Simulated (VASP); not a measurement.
Wanted: the native input for a VASP 6.6.1 run.

```yaml
Task: single point
Functional: r2SCAN
Potentials_or_basis: VASP PAW PBE potentials, release 64 (In_d, P)
Cutoff: 520 eV
k_mesh: 8 × 8 × 8
Occupations: gaussian, width 0.02 eV
Spin: no spin polarisation
Dipole_correction: no
Further_INCAR_settings: ALGO = Normal; EDIFF = 1e-07; NBANDS = 16
```

The system is InP.

```
In P
1.0
     0.00000    2.92373    2.92373
     2.92373    0.00000    2.92373
     2.92373    2.92373    0.00000
In P
1 1
Direct
  0.00000 0.00000 0.00000
  0.25000 0.25000 0.25000
```

The input as run:

POSCAR

```
InP
1.0
    0.0000000000      2.9237328446      2.9237328446
    2.9237328446      0.0000000000      2.9237328446
    2.9237328446      2.9237328446      0.0000000000
In P
1 1
Direct
    0.0000000000      0.0000000000      0.0000000000
    0.2500000000      0.2500000000      0.2500000000
```

INCAR.step1

```
SYSTEM = InP
PREC     = Accurate       ! precision mode
ENCUT    = 520            ! plane-wave cutoff, eV
ISMEAR   = 0              ! smearing method
SIGMA    = 0.02           ! smearing width, eV
LREAL    = .FALSE.        ! projectors in reciprocal space
LASPH    = .TRUE.         ! aspherical terms in the spheres
NELM     = 60             ! most SCF steps
NBANDS   = 16             ! bands
GGA      = PE             ! functional
ALGO     = Normal         ! electronic algorithm
EDIFF    = 1E-4           ! SCF threshold, eV
LWAVE    = .TRUE.         ! write WAVECAR
LCHARG   = .FALSE.        ! write CHGCAR
```

INCAR.step2

```
SYSTEM = InP
PREC     = Accurate       ! precision mode
ENCUT    = 520            ! plane-wave cutoff, eV
EDIFF    = 1E-7           ! SCF threshold, eV
ISMEAR   = 0              ! smearing method
SIGMA    = 0.02           ! smearing width, eV
LREAL    = .FALSE.        ! projectors in reciprocal space
LASPH    = .TRUE.         ! aspherical terms in the spheres
NELM     = 60             ! most SCF steps
ALGO     = Normal         ! electronic algorithm
ISIF     = 2              ! what is computed and relaxed
LWAVE    = .FALSE.        ! write WAVECAR
LCHARG   = .FALSE.        ! write CHGCAR
METAGGA  = R2SCAN         ! meta-GGA
LMIXTAU  = .TRUE.       
NBANDS   = 16             ! bands
ISTART   = 1
```

KPOINTS

```
Automatic mesh
0
G
  8 8 8
  0 0 0
```

Potentials or basis: VASP PAW PBE potentials, release 64 (In_d, P).

Run with:

```sh
$ cat potpaw_PBE.64/In_d/POTCAR potpaw_PBE.64/P/POTCAR > POTCAR
$ cp INCAR.step1 INCAR
$ mpirun -np 1 vasp_std > vasp.out
$ cp INCAR.step2 INCAR
$ mpirun -np 1 vasp_std > vasp.out
```

Results of the run:

The pressure is 2.1 GPa. The band gap on the k mesh is 1.21 eV.

Caveat: the PAW data sets were made with another functional, which shifts forces and pressure a little; spin-orbit coupling is left out, which moves the levels of the heavy elements.

Wall time 3.2 min on 1 thread of AMD EPYC 7R13, on a shared host, peak memory 0.17 GiB.
